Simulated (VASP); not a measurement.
# Au in VASP: a series of runs, part 2 of 2

VASP 6.6.1. The steps go on from the part before.

## 4. Single point, PBE

This run uses another cell than the first one, of 18.71 Å³/atom.

The input, INCAR:

```
PREC = Accurate ; ENCUT = 520
EDIFF = 1E-7 ; ISMEAR = -1
SIGMA = 0.05 ; LREAL = False
LASPH = True ; NELM = 60
ALGO = Fast ; ISIF = 2
LWAVE = False ; LCHARG = False
GGA = PE ; NBANDS = 18
```

The input, KPOINTS:

```
regular mesh
0
Gamma
  11 11 6
```

The input, POSCAR:

```
Au
1.0
    1.4389897367     -2.6060620855      0.0000000000
    1.4389897367      2.6060620855      0.0000000000
    0.0000000000      0.0000000000      4.9891384766
Au
2
Direct
    0.3346720300      0.6653279700      0.2500000000
    0.6653279700      0.3346720300      0.7500000000
```

Potentials or basis: VASP PAW PBE potentials, release 64 (Au).

Run with:

```console
cat potpaw_PBE.64/Au/POTCAR > POTCAR
mpirun -np 1 vasp_std > vasp.out
```

OUTCAR:

```text
PREC = Accurate
   ENCUT = 520
   EDIFF = 1E-7
   ISMEAR = -1
   LREAL = False
   LASPH = True
   NELM = 60
   ISIF = 2
   GGA = PE

 ion  position               nearest neighbor table
   1  0.335  0.665  0.250-   2 3.01   2 3.01   2 3.01   2 3.01   2 3.03   2 3.03
   2  0.665  0.335  0.750-   1 3.01   1 3.01   1 3.01   1 3.01   1 3.03   1 3.03

  LATTYP: Found a base centered orthorhombic cell.
 ALAT       =     2.8779794734
 B/A-ratio  =     1.8110359088
 C/A-ratio  =     1.7335559627

  Lattice vectors:

 A1 = (   1.4389897367,  -2.6060620855,   0.0000000000)
 A2 = (   1.4389897367,   2.6060620855,   0.0000000000)
 A3 = (   0.0000000000,   0.0000000000,   4.9891384766)

Analysis of symmetry for initial positions (statically):
=====================================================================
 Subroutine PRICEL returns:
 Original cell was already a primitive cell.

 Routine SETGRP: Setting up the symmetry group for a
 base centered orthorhombic supercell.

 Subroutine GETGRP returns: Found  8 space group operations
 (whereof  4 operations were pure point group operations)
[... 159 lines left out ...]
 Free energy of the ion-electron system (eV)
  ---------------------------------------------------
  ext. energy  EPLUGINS =         0.00000000
  ---------------------------------------------------
  free energy    TOTEN  =        -6.40417475 eV

  energy without entropy =       -6.39697556  energy(sigma->0) =       -6.40057516

 E-fermi :   7.9412     XC(G=0): -12.1606

 val. band max:        7.9233754550   @ k =   0.1818   0.1818   0.3333
 cond. band min:       7.9508494806   @ k =  -0.1818   0.1818   0.1667
 fundamental gap:      0.0274740255
 Fermi energy:         7.9411759128

 k-point     1 :       0.0000    0.0000    0.0000
  band No.  band energies     occupation
      1      -0.9175      2.00000
      2       1.3689      2.00000
      3       3.5502      2.00000
      4       3.6027      2.00000
      5       3.8996      2.00000
      6       4.1242      2.00000
[... 481 lines left out ...]
      5       3.9242      2.00000
      6       4.2293      2.00000
[... 10 lines left out ...]
     17      24.2782      0.00000
     18      24.6007      0.00000

 [... further k-points ...]
[... 5 lines left out ...]
  --------------------------------------------------------------------------------------
  -------------------------------------------------------------------------------------
  Total       -0.6482431     -1.4214921     -1.2423653      0.0000000      0.0000000      0.0000000
  in kB      -27.7555888    -60.8635128    -53.1939081      0.0000000      0.0000000      0.0000000
  external PRESSURE =     -47.2710032 kB  Pullay stress =       0.0000000 kB

 VOLUME and BASIS-vectors are now :
 -----------------------------------------------------------------------------
  energy-cutoff  :      520.00
  volume of cell :       37.42
      direct lattice vectors                 reciprocal lattice vectors
     1.438989737 -2.606062086  0.000000000     0.347465995 -0.191860356  0.000000000
     1.438989737  2.606062086  0.000000000     0.347465995  0.191860356  0.000000000
     0.000000000  0.000000000  4.989138477     0.000000000  0.000000000  0.200435407

 POSITION                                       TOTAL-FORCE (eV/Angst)
 -----------------------------------------------------------------------------------
      1.43899      0.86171      1.24728         0.000000     -0.004409      0.000000
      1.43899     -0.86171      3.74185         0.000000      0.004409     -0.000000
 -----------------------------------------------------------------------------------
    total drift:                                0.000000     -0.000000     -0.000000

  FREE ENERGIE OF THE ION-ELECTRON SYSTEM (eV)
  ---------------------------------------------------
  free  energy   TOTEN  =        -6.4041747544 eV

  energy  without entropy=       -6.3969755595  energy(sigma->0) =       -6.40057516
```

It took 36 s on 1 thread of Intel Xeon 6975P-C (Granite Rapids), shared host; peak memory 0.21 GiB.

Results:

| Property | Result |
| --- | --- |
| Free energy | -6.4042 eV |
| Pressure | -4.7 GPa |
| Largest force | 0.004 eV/Å |
| Band gap on the k mesh | zero (bands 11 and 12 overlap by 5.93 eV) |

Forces in eV/Å, atoms in the order of the input:
```
Au   0.000 -0.004  0.000
Au   0.000  0.004  0.000
```

Caveat: the cell stands under tension; spin-orbit coupling is left out, which moves the levels of the heavy elements.

## 5. Single point, PBE (atoms moved at random)

The input, INCAR:

```
PREC = Accurate
ENCUT = 520
EDIFF = 1E-7
ISMEAR = -1
SIGMA = 0.05
LREAL = False
LASPH = True
NELM = 80
ALGO = Fast
ISIF = 2
LWAVE = False
LCHARG = False
GGA = PE
NBANDS = 18
```

The input, KPOINTS:

```
Automatic mesh
0
Gamma
  11 11 6
```

The input, POSCAR:

```
Au
1.0
    1.4113099650     -2.5559330250      0.0000000000
    1.4113099650      2.5559330250      0.0000000000
    0.0000000000      0.0000000000      4.8931696100
Au
2
Direct
    0.3342500000      0.6523620000      0.2519250000
    0.6527590000      0.3125790000      0.7416850000
```

Run with:

```console
cat potpaw_PBE.64/Au/POTCAR > POTCAR
mpirun -np 1 vasp_std > vasp.out
```

Run time: 68 s. Hardware: 1 thread of Intel Xeon 6975P-C (Granite Rapids), shared host; peak memory 0.3 GiB.

Results (log left out):

```yaml
Free_energy: -6.4101 eV
Pressure: 3.1 GPa
Largest_force: 0.314 eV/Å
Band_gap_on_the_k_mesh: zero (bands 11 and 12 overlap by 6.15 eV)
```

Forces on the atoms (eV/Å):
```
Au  -0.011 -0.026 -0.313
Au   0.011  0.026  0.313
```

Stress tensor (GPa, compression positive):
```
6.01 0.06 0.09
0.06 1.49 0.05
0.09 0.05 1.87
```

Levels at points of the mesh, in eV from the Fermi level:
| k point | band 7 | band 8 | band 9 | band 10 | band 11 | band 12 | band 13 | band 14 | band 15 | band 16 |
| --- | --- | --- | --- | --- | --- | --- | --- | --- | --- | --- |
| (0.00, 0.00, 0.00) | -3.84 | -3.48 | -3.26 | -2.17 | -2.07 | -0.99 | 2.42 | 14.58 | 15.58 | 16.75 |
| (0.00, 0.00, 0.50) | -4.14 | -4.14 | -2.70 | -2.57 | -2.53 | -2.42 | 9.90 | 10.59 | 14.89 | 14.96 |

Caveat: the cell differs from its parent crystal (atoms moved at random); the cell stands under pressure; spin-orbit coupling is left out, which moves the levels of the heavy elements.

## 6. Summary

```csv
cell,further INCAR settings,gap on the mesh (eV),pressure (GPa),largest force (eV/Å)
"a = 2.939, b = 2.939, c = 4.926 Å, angles 90.0, 90.0, 122.2°, 2 atoms, atomic positions A",ALGO = Fast; EDIFF = 1e-06; NBANDS = 18,none,0.1,0.02
"a = 2.958, b = 2.958, c = 4.958 Å, angles 90.0, 90.0, 122.2°, 2 atoms, atomic positions A",ALGO = Fast; EDIFF = 1e-07; NBANDS = 18,none,-2.5,0.01
"a = 2.977, b = 2.977, c = 4.989 Å, angles 90.0, 90.0, 122.2°, 2 atoms, atomic positions A",ALGO = Fast; EDIFF = 1e-07; NBANDS = 18,none,-4.7,-
"a = 2.920, b = 2.920, c = 4.893 Å, angles 90.0, 90.0, 122.2°, 2 atoms, atomic positions B",ALGO = Fast; EDIFF = 1e-07; NBANDS = 18,none,3.1,0.31
```

Alike in all rows: task single point; level PBE; potentials or basis VASP PAW PBE potentials, release 64 (Au); no spin polarisation; k mesh 11 × 11 × 6; cutoff (eV) 520; smearing fermi-dirac 0.05 eV.

Caveats: spin-orbit coupling is left out, which moves the levels of the heavy elements; the cell stands under tension (at least some runs); the cell stands under pressure (at least some runs).

Total energies depend on the potentials used, so only differences within one code and one set of settings carry meaning.

The gap in the log of VASP goes by the Fermi energy; the results here count the filled bands.